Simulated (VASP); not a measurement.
Write the native input for VASP 6.6.1 that does the following.

```
Task                   : single point
Functional             : LDA
Potentials or basis    : VASP PAW LDA potentials, release 64 (Sc_sv, Pt)
Cutoff                 : 520 eV
k mesh                 : 10 × 10 × 10
Occupations            : fermi-dirac, width 0.05 eV
Spin                   : no spin polarisation
Dipole correction      : no
Further INCAR settings : ALGO = Normal; EDIFF = 1e-06; NBANDS = 18
```

The structure of ScPt lies in POSCAR:

```
ScPt
1.0
    3.2700000000     -0.0327000000     -0.0327000000
   -0.0327000000      3.2700000000     -0.0327000000
   -0.0327000000     -0.0327000000      3.2700000000
Sc Pt
1 1
Direct
    0.5000000000      0.5000000000      0.5000000000
    0.0000000000      0.0000000000      0.0000000000
```

This cell differs from its parent crystal: equal xy, yz and zx shear strains of -2 %.

One way to write it, as run:

INCAR

```
SYSTEM = ScPt
ALGO     = Normal         ! electronic algorithm
EDIFF    = 1E-6           ! SCF threshold, eV
ENCUT    = 520            ! plane-wave cutoff, eV
ISIF     = 2              ! what is computed and relaxed
ISMEAR   = -1             ! smearing method
LASPH    = .True.         ! aspherical terms in the spheres
LCHARG   = .True.         ! write CHGCAR
LELF     = .True.         ! ELF
LREAL    = .False.        ! projectors in reciprocal space
LVHAR    = .True.       
LWAVE    = .False.        ! write WAVECAR
NBANDS   = 18             ! bands
NELM     = 80             ! most SCF steps
PREC     = Accurate       ! precision mode
SIGMA    = 0.05           ! smearing width, eV
```

KPOINTS

```
k-points
0
Gamma
  10 10 10
  0 0 0
```

Potentials or basis: VASP PAW LDA potentials, release 64 (Sc_sv, Pt).

Command:

```console
$ cat potpaw_LDA.64/Sc_sv/POTCAR potpaw_LDA.64/Pt/POTCAR > POTCAR
$ mpirun -np 1 vasp_std > vasp.out
```

Results of the run:

```
Pressure               : -4.7 GPa
Band gap on the k mesh : zero (an odd number of electrons rules out a gap without spin polarisation)
```

Caveat: the cell differs from its parent crystal (equal xy, yz and zx shear strains of -2 %); the cell stands under tension; spin-orbit coupling is left out, which moves the levels of the heavy elements.

Run time: 16 s on 1 thread of Intel(R) Xeon(R) 6975P-C (Granite Rapids) (shared host), peak memory 0.19 GiB.
